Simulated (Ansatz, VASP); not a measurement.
# One calculation of AlGa2Sb3, two programs

```
CELL_PARAMETERS angstrom
5.14358 0.00000 0.00000
-2.57179 4.45447 0.00000
0.00000 0.00000 6.37792
ATOMIC_POSITIONS crystal
Al 0.00000 0.00000 0.00000
Ga 0.66667 0.33333 0.25262
Ga 0.66667 0.33333 0.74738
Sb 0.00000 0.00000 0.50000
Sb 0.33333 0.66667 0.00000
Sb 0.33333 0.66667 0.50000
```

Change from the starting cell: species swapped into the Ce2CuGe3 type (P-6m2, No. 187).

Alike in both runs: functional PBE; k mesh 6 × 6 × 2; occupations gaussian, width 0.1 eV; no spin polarisation.

Ansatz relaxed the structure, and its values are those at the end. VASP's run is a single point on that final structure, the one shown.

```csv
,VASP,Ansatz
version,VASP 6.6.1,Ansatz 0.2.0
potentials or method,"VASP PAW PBE potentials, release 64 (Al, Ga_d, Sb), cutoff 520 eV","scalar-relativistic, plane waves, PAW"
valence electrons in the cell,44,74
```

|  | VASP | Ansatz | Ansatz less VASP |
| --- | --- | --- | --- |
| gap on the k mesh at the Fermi level (eV) | none | none | - |
| pressure (GPa) | 0.3 | 0.3 | -0.03 |

A gap of «none» marks a metal or a gap that the smearing closes. VASP's potentials hold 44 valence electrons a cell and Ansatz's 74, so a difference there can come from the potentials and not from the codes.

The k mesh is coarse, so the values compare programs but aren't converged. Neither program's run includes spin-orbit coupling.
